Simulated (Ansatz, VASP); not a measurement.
**One calculation of Ge4Se3, two programs**

The input INCAR:

```
ALGO = Normal
EDIFF = 1E-6
EDIFFG = -0.01
ENCUT = 600
GGA = PE
IBRION = 2
ISIF = 3
ISMEAR = 0
LASPH = True
LCHARG = False
LREAL = False
LWAVE = False
NELM = 80
NSW = 100
PREC = Accurate
SIGMA = 0.1
```

The input KPOINTS:

```
k-points
0
Gamma
  8 8 8
```

The input POSCAR:

```
Ge4Se3
1.0
    5.5453527210      0.0000000000      0.0000000000
    0.0000000000      5.5453527210      0.0000000000
    0.0000000000      0.0000000000      5.5453527210
Ge Se
4 3
Direct
    0.6896263747      0.6896263747      0.6896263747
    0.3103736253      0.3103736253      0.6896263747
    0.3103736253      0.6896263747      0.3103736253
    0.6896263747      0.3103736253      0.3103736253
    0.0000000000      0.0000000000      0.5000000000
    0.5000000000      0.0000000000      0.0000000000
    0.0000000000      0.5000000000      0.0000000000
```

Input for Ansatz:

```yaml
crystal:
  lattice:
    - [5.545352721, 0.0, 0.0]
    - [0.0, 5.545352721, 0.0]
    - [0.0, 0.0, 5.545352721]
  atoms:
    - { symbol: Ge, position: [0.6896263747, 0.6896263747, 0.6896263747] }
    - { symbol: Ge, position: [0.3103736253, 0.3103736253, 0.6896263747] }
    - { symbol: Ge, position: [0.3103736253, 0.6896263747, 0.3103736253] }
    - { symbol: Ge, position: [0.6896263747, 0.3103736253, 0.3103736253] }
    - { symbol: Se, position: [0.0, 0.0, 0.5] }
    - { symbol: Se, position: [0.5, 0.0, 0.0] }
    - { symbol: Se, position: [0.0, 0.5, 0.0] }
basis:
  ecutwfc: 420
kpoints:
  mp_grid: { grid: [8, 8, 8] }
hamiltonian:
  xc: pbe
scf:
  occupations: { method: gaussian, width: 0.1 }
output:
  forces: true
  stress: true
  eigenvalues: true
relax:
  adjacent_minimum: "off"
  f_tol: 0.01
  max_steps: 80
  cell: { stress_tol: 0.05 }
```

Change from the starting cell: species swapped into the Ge3As4 type (P-43m, No. 215).

Alike in both runs: task relaxation of cell and atoms; functional PBE; k mesh 8 × 8 × 8; occupations gaussian, width 0.1 eV; no spin polarisation.

```csv
,VASP,Ansatz
version,VASP 6.6.1,Ansatz 0.2.0
potentials or method,"VASP PAW PBE potentials, release 64 (Ge_d, Se), cutoff 600 eV","scalar-relativistic, plane waves, PAW"
valence electrons in the cell,74,104
```

```tsv
	VASP	Ansatz	Ansatz less VASP
gap on the k mesh at the Fermi level, each at its own relaxed structure (eV)	none	none	-
relaxed volume (Å³/atom)	24.49	24.45	-0.046
relaxed cell length with the largest relative difference (Å)	5.555	5.552	-0.0034
```

A gap of «none» marks a metal or a gap that the smearing closes. VASP's potentials hold 74 valence electrons a cell and Ansatz's 104, so a difference there can come from the potentials and not from the codes.
